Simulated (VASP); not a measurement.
**Hf: electric field gradients with PBE**

Crystal: Hf.

```
Hf
1.0
     3.26063    0.00000    0.00000
    -1.63032    2.82379    0.00000
     0.00000    0.00000    5.05780
Hf
2
Direct
  0.33333 0.66667 0.25000
  0.66667 0.33333 0.75000
```

This cell differs from its parent crystal: equal xx and yy strain of +2 %.

```
Program                : VASP 6.6.1
Task                   : electric field gradients
Functional             : PBE
Potentials or basis    : VASP PAW PBE potentials, release 64 (Hf_pv)
Cutoff                 : 400 eV
k mesh                 : 13 × 13 × 7
Occupations            : fermi-dirac, width 0.05 eV
Spin                   : no spin polarisation
Dipole correction      : no
Further INCAR settings : ALGO = Normal; EDIFF = 1e-08; NBANDS = 17
```

* Pressure: -3.7 GPa
* Band gap on the k mesh: zero (bands 10 and 11 overlap by 1.55 eV)
* Largest electric field gradient by atom: Hf +87.2 V/Å²

Stress tensor (GPa, compression positive):
```
-4.40  0.00  0.00
 0.00 -4.40  0.00
 0.00  0.00 -2.39
```

Levels at points of the mesh, in eV from the Fermi level:
| k point | band 6 | band 7 | band 8 | band 9 | band 10 | band 11 | band 12 | band 13 | band 14 | band 15 |
| --- | --- | --- | --- | --- | --- | --- | --- | --- | --- | --- |
| (0.00, 0.00, 0.00) | -30.36 | -7.25 | -3.55 | 0.66 | 1.12 | 1.12 | 1.60 | 1.94 | 1.94 | 2.39 |

Electric field gradients, principal values (V/Å²):
| atom | least | middle | greatest (by size) |
| --- | --- | --- | --- |
| 1 Hf | -43.594 | -43.595 | 87.189 |
| 2 Hf | -43.594 | -43.595 | 87.189 |

Wall time 65 s on 1 thread of Intel Xeon 8259CL (shared host), peak memory 0.18 GiB.

Caveat: the cell differs from its parent crystal (equal xx and yy strain of +2 %); the cell stands under tension; without QUAD_EFG the Cq values of the log hold for a quadrupole moment of 1 mb, not for the nuclei; spin-orbit coupling is left out, which moves the levels of the heavy elements.
